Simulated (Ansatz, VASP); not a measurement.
# Al12H: VASP beside Ansatz

```
Al H
1.0
     5.71430    0.00000    0.00000
    -2.85715    4.94873    0.00000
     0.00000    0.00000   21.60164
Al H
12 1
Direct
  0.33333 0.16667 0.18517
  0.33333 0.66667 0.18517
  0.83333 0.16667 0.18517
  0.83333 0.66667 0.18517
  0.16667 0.33333 0.29169
  0.16667 0.83333 0.29169
  0.66667 0.33333 0.29169
  0.66667 0.83333 0.29169
  0.00000 0.00000 0.39819
  0.00000 0.50000 0.39819
  0.50000 0.00000 0.39819
  0.50000 0.50000 0.39819
  0.33333 0.66667 0.40699
```

Alike in both runs: task single point; functional PBE; k mesh 6 × 6 × 1; occupations gaussian, width 0.1 eV; collinear spin.

```csv
,VASP,Ansatz
version,VASP 6.6.1,Ansatz 0.2.0
potentials or method,"VASP PAW PBE potentials, release 64 (Al, H), cutoff 520 eV","scalar-relativistic, plane waves, PAW"
valence electrons in the cell,37,37
```

Ansatz gave:

* gap on the k mesh at the Fermi level (eV): none
* rms of the force components (eV/Å): 0.452
* net moment per atom (μB): 0.00

Question: Which values does VASP return?

Answer: gap on the k mesh at the Fermi level (eV): none; rms of the force components (eV/Å): 0.451; net moment per atom (μB): 0.00.

Atom by atom the forces differ by 0.002 eV/Å (rms over components). A gap of «none» marks a metal or a gap that the smearing closes. The functional is the same, so the differences come from potentials, cutoffs and numerics. Ansatz's warnings: seeded moment not kept.
